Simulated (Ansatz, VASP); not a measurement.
**One calculation of Ru, two programs**

```
Ru
1.0
     2.70246    0.00000    0.00000
    -1.35123    2.34040    0.00000
     0.00000    0.00000    4.26584
Ru
2
Direct
  0.33333 0.66667 0.25000
  0.66667 0.33333 0.75000
```

Alike in both runs: functional r2SCAN; k mesh 18 × 18 × 10; occupations gaussian, width 0.1 eV; no spin polarisation.

Ansatz relaxed the structure, and its values are those at the end. VASP's run is a single point on that final structure, the one shown.

|  | VASP | Ansatz |
| --- | --- | --- |
| version | VASP 6.6.1 | Ansatz 0.2.0 |
| potentials or method | VASP PAW PBE potentials, release 64 (Ru_sv), cutoff 660 eV | scalar-relativistic, plane waves, PAW |
| valence electrons in the cell | 32 | 32 |

```csv
,VASP,Ansatz,Ansatz less VASP
gap on the k mesh at the Fermi level (eV),none,none,-
pressure (GPa),0.1,0.0,-0.14
```

VASP's potentials were made for PBE, not for r2SCAN. A gap of «none» marks a metal or a gap that the smearing closes. The functional is the same, so the differences come from potentials, cutoffs and numerics.
